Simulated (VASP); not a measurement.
## ZnS: relaxation of cell and atoms with PBEsol

ZnS:

```xyz
4
Lattice="3.8110 0.0000 0.0000 -1.9055 3.3004 0.0000 0.0000 0.0000 6.2340" Properties=species:S:1:pos:R:3 pbc="T T T"
Zn    0.0000    2.2003    0.0000
Zn    1.9055    1.1001    3.1170
S     0.0000    2.2003    2.4001
S     1.9055    1.1001    5.5171
```

| Property | Result |
| --- | --- |
| Program | VASP 6.6.1 |
| Task | relaxation of cell and atoms |
| Functional | PBEsol |
| Potentials or basis | VASP PAW PBE potentials, release 64 (Zn, S) |
| Cutoff | 600 eV |
| k mesh | 10 × 10 × 6 |
| Occupations | fermi-dirac, width 0.05 eV |
| Spin | no spin polarisation |
| Dipole correction | no |
| Further INCAR settings | ALGO = Normal; EDIFF = 1e-06; IBRION = 2; EDIFFG = -0.002; NSW = 100; ISIF = 3 |

| Property | Result |
| --- | --- |
| Relaxed volume | 19.27 Å³/atom |
| Relaxed cell | a = 3.785 Å, b = 3.785 Å, c = 6.212 Å, α = 90.00°, β = 90.00°, γ = 120.00° |
| Space group after relaxing (to 0.05 Å) | P6_3mc (No. 186) |
| Energy gained by relaxing | 6.5 meV/atom |
| Ionic steps | 20 |
| Pressure after relaxing | 0.0 GPa |
| Band gap on the k mesh | 2.15 eV, direct |

The path:
| step | energy change (eV) | largest force (eV/Å) | pressure (GPa) | volume (Å³) |
| --- | --- | --- | --- | --- |
| 1 | 0.0000 | 0.3085 | -1.10 | 78.41 |
| 2 | -0.0199 | 0.1198 | 0.24 | 76.89 |
| 3 | -0.0200 | 0.0994 | 0.34 | 76.76 |
| 4 | -0.0232 | 0.0459 | 0.04 | 77.05 |
| 5 | -0.0244 | 0.0016 | -0.20 | 77.29 |
| 6 | -0.0245 | 0.0169 | -0.25 | 77.38 |
| 7 | -0.0258 | 0.0102 | 0.03 | 77.12 |
| 8 | -0.0258 | 0.0080 | -0.08 | 77.14 |
| 9 | -0.0258 | 0.0083 | -0.03 | 77.14 |
| 10 | -0.0258 | 0.0007 | 0.06 | 77.08 |
| 11 | -0.0259 | 0.0030 | -0.03 | 77.09 |
| 12 | -0.0258 | 0.0014 | 0.02 | 77.08 |
| 13 | -0.0258 | 0.0037 | -0.01 | 77.08 |
| 14 | -0.0259 | 0.0002 | 0.01 | 77.08 |
| 15 | -0.0258 | 0.0051 | -0.01 | 77.08 |
| 16 | -0.0258 | 0.0013 | 0.00 | 77.08 |
| 17 | -0.0259 | 0.0002 | 0.01 | 77.08 |
| 18 | -0.0259 | 0.0002 | 0.02 | 77.08 |
| 19 | -0.0259 | 0.0004 | 0.02 | 77.08 |
| 20 | -0.0259 | 0.0005 | 0.00 | 77.09 |

Final structure:
```yaml
crystal:
  lattice:
    - [3.78532, 0.00000, 0.00000]
    - [-1.89266, 3.27819, 0.00000]
    - [0.00000, 0.00000, 6.21233]
  atoms:
    - { symbol: Zn, position: [0.33333, 0.66667, 0.00541] }
    - { symbol: Zn, position: [0.66667, 0.33333, 0.50541] }
    - { symbol: S, position: [0.33333, 0.66667, 0.37959] }
    - { symbol: S, position: [0.66667, 0.33333, 0.87959] }
```

Levels at points of the mesh, in eV from the valence-band top:
```csv
k point,band 14,band 15,band 16,band 17,band 18,band 19,band 20,band 21,band 22
"(0.00, 0.00, 0.00)",-0.93,-0.93,-0.09,0.00,0.00,2.15,3.02,6.21,6.21
"(0.50, 0.00, 0.00)",-4.25,-3.42,-2.34,-1.79,-0.92,3.52,4.20,4.97,6.80
"(0.00, 0.00, 0.50)",-2.96,-0.49,-0.49,-0.49,-0.49,3.50,3.50,6.67,6.67
"(0.50, 0.00, 0.50)",-5.02,-1.71,-1.71,-1.69,-1.69,3.41,3.41,5.10,5.10
```

Wall time 15 min on 1 thread of Intel(R) Xeon(R) Platinum 8259CL CPU @ 2.50GHz (Skylake/Cascade Lake), with other jobs on the host, peak memory 0.27 GiB.

Caveat: the PAW data sets were made with another functional, which shifts forces and pressure a little. Expect the measured gap to be larger: semilocal functionals such as PBEsol lack the derivative discontinuity.
